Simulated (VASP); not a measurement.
Runs of VASP 6.6.1 on Cu. The structure is that of space group P6_3/mmc (No. 194), or close to it. The cells are those of the table. This isn't the form of Cu at room conditions, which is fcc.

| task | cell | cutoff (eV) | gap on the mesh (eV) | pressure (GPa) |
| --- | --- | --- | --- | --- |
| single point | a = 2.513, b = 2.513, c = 8.184 Å, angles 90.0, 90.0, 120.0°, 4 atoms | 520 | none | (a) |
| single point | a = 2.580, b = 2.580, c = 8.424 Å, angles 90.0, 90.0, 120.0°, 4 atoms | 520 | none | -9.2 |
| single point | a = 2.480, b = 2.480, c = 8.074 Å, angles 90.0, 90.0, 120.0°, 4 atoms | 520 | none | 11.0 |
| single point | a = 2.445, b = 2.445, c = 7.962 Å, angles 90.0, 90.0, 120.0°, 4 atoms | 520 | none | 21.6 |
| relaxation of cell and atoms | relaxed to 2 GPa from a = 2.531, b = 2.531, c = 8.262 Å, angles 90.0, 90.0, 120.0°, 4 atoms | 600 | none | 2.0 |

Alike in all rows: level PBEsol; potentials or basis VASP PAW PBE potentials, release 64 (Cu); no spin polarisation; k mesh 12 × 12 × 4; smearing fermi-dirac 0.05 eV.

Question: Estimate the missing entries.

Answer: (a) 2.7.

Caveats: the PAW data sets were made with another functional, which shifts forces and pressure a little; the cell stands under pressure (at least some runs); the cell stands under tension (at least some runs); the cell is relaxed towards a set pressure, so the run minimises the enthalpy, not the energy (at least some runs).

A gap of «none» marks levels without a gap at the run's occupations.
